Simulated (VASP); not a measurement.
BeS: single point with PBE0

Crystal: BeS.

```
Be S
1.0
     3.46216    0.00000    0.00000
    -1.73108    2.99832    0.00000
     0.00000    0.00000    6.99243
Be S
2 2
Cartesian
  0.0000 1.9989 1.7481
  1.7311 0.9994 5.2443
  1.7311 0.9994 1.7481
  0.0000 1.9989 5.2443
```

```json
{
  "Program": "VASP 6.6.1",
  "Task": "single point",
  "Functional": "PBE0",
  "Potentials or basis": "VASP PAW PBE potentials, release 64 (Be, S)",
  "Cutoff": "520 eV",
  "k mesh": "6 × 6 × 4",
  "Occupations": "gaussian, width 0.01 eV",
  "Spin": "no spin polarisation"
}
```

```json
{
 "Pressure": "-0.5 GPa",
 "Band gap on the k mesh": "5.78 eV (least direct gap 5.95 eV)"
}
```

Stress tensor (GPa, compression positive):
```
-0.86  0.00  0.00
 0.00 -0.86  0.00
 0.00  0.00  0.18
```

Levels at points of the mesh, in eV from the valence-band top:
| k point | band 6 | band 7 | band 8 | band 9 | band 10 | band 11 |
| --- | --- | --- | --- | --- | --- | --- |
| (0.00, 0.00, 0.00) | -0.67 | -0.62 | -0.62 | 6.70 | 8.28 | 8.29 |
| (0.50, 0.00, 0.00) | -2.10 | -1.33 | -0.11 | 6.04 | 6.87 | 7.46 |
| (0.00, 0.00, 0.50) | -0.72 | -0.72 | -0.72 | 8.30 | 8.30 | 8.48 |
| (0.50, 0.00, 0.50) | -2.25 | -0.53 | -0.53 | 5.99 | 5.99 | 7.27 |

Run time: 55 min on 1 thread of Oxide Virtual Turin-like Processor, with other jobs on the host, peak memory 0.19 GiB.

Caveat: the PAW data sets were made with another functional, which shifts forces and pressure a little. A k mesh can miss the band edges.
